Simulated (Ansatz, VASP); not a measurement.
One calculation of In, two programs

```xyz
1
Lattice="0.0000 2.3334 2.3334 2.3334 0.0000 2.3334 2.3334 2.3334 0.0000" Properties=species:S:1:pos:R:3 pbc="T T T"
In    0.0000    0.0000    0.0000
```

Alike in both runs: functional PBEsol; k mesh 8 × 8 × 8; occupations gaussian, width 0.1 eV; no spin polarisation.

Ansatz relaxed the structure, and its values are those at the end. VASP's run is a single point on that final structure, the one shown.

|  | VASP | Ansatz |
| --- | --- | --- |
| version | VASP 6.6.1 | Ansatz 0.2.0 |
| potentials or method | VASP PAW PBE potentials, release 64 (In_d), cutoff 520 eV | scalar-relativistic, plane waves, PAW |
| valence electrons in the cell | 13 | 13 |

|  | VASP | Ansatz | Ansatz less VASP |
| --- | --- | --- | --- |
| gap on the k mesh at the Fermi level (eV) | none | none | - |
| pressure (GPa) | 0.4 | 0.4 | +0.04 |

VASP's potentials were made for PBE, not for PBEsol. A gap of «none» marks a metal or a gap that the smearing closes.
